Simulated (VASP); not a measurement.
A run of VASP 6.6.1:

The input INCAR:

```
SYSTEM = Yb
ALGO = Normal
EDIFF = 1E-6
ENCUT = 520
GGA = RP
ISIF = 2
ISMEAR = -1
LASPH = .True.
LCHARG = .False.
LREAL = .False.
LWAVE = .False.
NBANDS = 18
NELM = 60
PREC = Accurate
SIGMA = 0.1
```

The input KPOINTS:

```
k-points
0
Gamma
  17 17 17
  0 0 0
```

POSCAR

```
Yb
1.0
   -2.1130786272      2.1130786272      2.1130786272
    2.1130786272     -2.1130786272      2.1130786272
    2.1130786272      2.1130786272     -2.1130786272
Yb
1
Direct
    0.0000000000      0.0000000000      0.0000000000
```

Potentials or basis: VASP PAW PBE potentials, release 64 (Yb).

Run with:

```bash
$ cat potpaw_PBE.64/Yb/POTCAR > POTCAR
$ mpirun -np 1 vasp_std > vasp.out
```

Hardware: 1 thread of AMD EPYC 7R43 64-Core Processor (Zen 3) (shared host).

**Question.** How long does it take, and how much memory?

**Answer.** Wall time 3.5 min on 1 thread of AMD EPYC 7R43 64-Core Processor (Zen 3), on a shared host, peak memory 0.23 GiB. Counts: scf iterations 24, k points 165.
